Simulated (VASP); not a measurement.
A run of VASP 6.6.1 is set up as follows.

File INCAR:

```
PREC     = Accurate       # precision mode
ENCUT    = 600            # plane-wave cutoff, eV
EDIFF    = 1E-6           # SCF threshold, eV
ISMEAR   = 1              # smearing method
SIGMA    = 0.1            # smearing width, eV
LREAL    = F              # projectors in reciprocal space
LASPH    = T              # aspherical terms in the spheres
NELM     = 120            # most SCF steps
ALGO     = Normal         # electronic algorithm
ISIF     = 2              # what is computed and relaxed
LWAVE    = F              # write WAVECAR
LCHARG   = F              # write CHGCAR
GGA      = PS             # functional
IVDW     = 12             # dispersion correction
NBANDS   = 9              # bands
GGA_COMPAT= F
```

File KPOINTS:

```
Automatic mesh
0
Gamma
  6 6 4
```

Contents of POSCAR:

```
Mg
1.0
    3.4863780000      0.0000000000      0.0000000000
   -1.7431890000      3.0192920000      0.0000000000
    0.0000000000      0.0000000000      4.1780410000
Mg
2
Direct
    0.6666666667      0.3333333333      0.7500000000
    0.3333333333      0.6666666667      0.2500000000
```

Potentials or basis: VASP PAW PBE potentials, release 64 (Mg).

Launch:

```console
$ cat potpaw_PBE.64/Mg/POTCAR > POTCAR
$ mpirun -np 1 vasp_std > vasp.out
```

**Question.** Estimate the pressure.

**Answer.** 1.0 GPa.

**Question.** Predict the dispersion energy per atom.

**Answer.** -0.274 eV.

**Question.** What does it give for the band gap on the k mesh?

**Answer.** Zero (band 2 reaches 4.40 eV, above the bottom of band 3 at 1.33 eV).

Stress tensor (GPa, compression positive):
```
-1.73  0.00  0.00
 0.00 -1.73  0.00
 0.00  0.00  6.47
```

Caveat: the k points lie up to 0.38 Å⁻¹ apart; three body term missing; the PAW data sets were made with another functional, which shifts forces and pressure a little; pairwise dispersion overbinds metals, which lowers pressure and volume.
